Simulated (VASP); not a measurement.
SnTe (CsCl type), 2 atoms in the cell. It takes space group Pm-3m (No. 221, cubic). The conventional cell has a = 3.410 Å, b = 3.410 Å, c = 3.410 Å, α = 90.00°, β = 90.00°, γ = 90.00°. Within 3.9 Å of Sn (site symmetry m-3m) lie 8 Te at 2.95 Å and 6 Sn at 3.41 Å. Te (site symmetry m-3m) has 8 Sn at 2.95 Å and 6 Te at 3.41 Å within 3.9 Å. 

| Item | Value |
| --- | --- |
| Program | VASP 6.6.1 |
| Task | relaxation of cell and atoms |
| Functional | PBE |
| Potentials or basis | VASP PAW PBE potentials, release 64 (Sn_d, Te) |
| Cutoff | 600 eV |
| k mesh | 13 × 13 × 13 |
| Occupations | fermi-dirac, width 0.08 eV |
| Spin | no spin polarisation |
| Target pressure | 55 GPa |
| Dipole correction | no |
| Further INCAR settings | ALGO = Normal; EDIFF = 1e-06; IBRION = 2; EDIFFG = -0.005; NSW = 60; ISIF = 3 |

Potentials or basis: VASP PAW PBE potentials, release 64 (Sn_d, Te).

Run with:

```console
$ cat potpaw_PBE.64/Sn_d/POTCAR potpaw_PBE.64/Te/POTCAR > POTCAR
$ mpirun -np 1 vasp_std > vasp.out
```

Hardware: 1 thread of Intel(R) Xeon(R) 6975P-C (Granite Rapids), on a shared host.

Q: How long does it take, and how much memory?

A: Wall time 80 s on 1 thread of Intel(R) Xeon(R) 6975P-C (Granite Rapids), on a shared host, peak memory 0.21 GiB. Counts: scf iterations 52, k points 84, ion steps 7.
